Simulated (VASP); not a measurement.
Here is a VASP 6.6.1 calculation.

Contents of INCAR:

```
SYSTEM = WC
  ALGO = Normal
  EDIFF = 1E-6
  ENCUT = 520
  GGA = PE
  ISIF = 2
  ISMEAR = 0
  ISYM = 0
  LASPH = .True.
  LCHARG = .True.
  LELF = .True.
  LREAL = Auto
  LVHAR = .True.
  LWAVE = .False.
  NBANDS = 126
  NELM = 100
  PREC = Accurate
  SIGMA = 0.1
```

File KPOINTS:

```
Automatic mesh
0
Gamma
  2 2 2
  0.5 0.5 0.5
```

Contents of POSCAR:

```
WC
1.0
   -3.1631872253     -4.6414985397     -2.8837863401
   -3.4313601152      4.9694802984     -3.1915556466
    6.2613712150     -0.0682536559     -2.6957617294
W C
12 12
Direct
    0.3691801013      0.2930783342      0.2953300063
    0.4210530316     -0.0550690774      0.4596567283
    0.4171688969      0.4261345412     -0.0744722947
    0.3488593334      0.7873121140      0.8128619041
    0.0046049531      0.5569602421      0.4268918690
    0.7063033311      0.7913275501      0.2220958641
    0.9513452691      0.4766987334      0.8975583502
    0.0788121757      0.9205628300      0.0851710004
    0.6421166686      0.6346551426      0.5899235184
    0.0545831254      0.1864825926      0.4765743867
    0.6996636855      1.1587016303      1.0836458550
    0.8698167887      1.0164903090      0.7259953651
    0.1799718817      0.6612909035      0.2178152062
    0.2087058642      0.1280419431      0.7758038969
    0.7346739600      0.3321537376      0.4220570228
    0.4446422198      0.9835150895      0.1538502964
    0.4161924932      0.6143862289      0.2619856399
    0.1476611032      0.2388227281      0.9767867202
    0.4352232395      0.0868256773      0.7849173901
    0.0631353011      0.8453483141      0.3630911124
    0.3236794894      0.4752006556      0.6050794974
    0.7576840724      0.4796470306      0.1004202118
    0.9923814047      0.7223901913      0.7498217178
    0.7282712366      0.2264596226      0.5800264964
```

Potentials or basis: VASP PAW PBE potentials, release 64 (W_sv, C).

The run is started by

```console
$ cat potpaw_PBE.64/W_sv/POTCAR potpaw_PBE.64/C/POTCAR > POTCAR
$ mpirun -np 1 vasp_std > vasp.out
```

(1) Estimate the largest force.

(2) What does it give for the band gap on the k mesh?

Answers

(1) 0.071 eV/Å.

(2) zero (bands 108 and 109 overlap by 0.16 eV).

Caveat: the k points lie up to 0.52 Å⁻¹ apart; spin-orbit coupling is left out, which moves the levels of the heavy elements.
